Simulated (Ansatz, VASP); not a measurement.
Two plane-wave programs on Sc4Ta

```
CELL_PARAMETERS angstrom
5.01301 0.00000 0.00000
0.00000 5.01301 0.00000
0.00000 0.00000 5.01301
ATOMIC_POSITIONS crystal
Sc 0.28529 0.28529 0.28529
Sc 0.71471 0.71471 0.28529
Sc 0.28529 0.71471 0.71471
Sc 0.71471 0.28529 0.71471
Ta 0.00000 0.00000 0.00000
```

Change from the starting cell: species swapped into the SnI4 type (P-43m, No. 215).

Alike in both runs: functional PBE; k mesh 4 × 4 × 4; occupations gaussian, width 0.1 eV; no spin polarisation.

Ansatz relaxed the structure, and its values are those at the end. VASP's run is a single point on that final structure, the one shown.

|  | VASP | Ansatz |
| --- | --- | --- |
| version | VASP 6.6.1 | Ansatz 0.2.0 |
| potentials or method | VASP PAW PBE potentials, release 64 (Sc_sv, Ta_pv), cutoff 520 eV | scalar-relativistic, plane waves, PAW |
| valence electrons in the cell | 55 | 57 |

Ansatz gave:

* gap on the k mesh at the Fermi level (eV): none
* pressure (GPa): 0.1
* rms of the force components (eV/Å): 0.018

Question: Which values does VASP return?

Answer: gap on the k mesh at the Fermi level (eV): none; pressure (GPa): 0.3; rms of the force components (eV/Å): 0.042.

A gap of «none» marks a metal or a gap that the smearing closes. With one functional, cell and mesh, what is left measures potentials, basis and numerics. VASP's potentials hold 55 valence electrons a cell and Ansatz's 57, so a difference there can come from the potentials and not from the codes.

Neither program's run includes spin-orbit coupling.
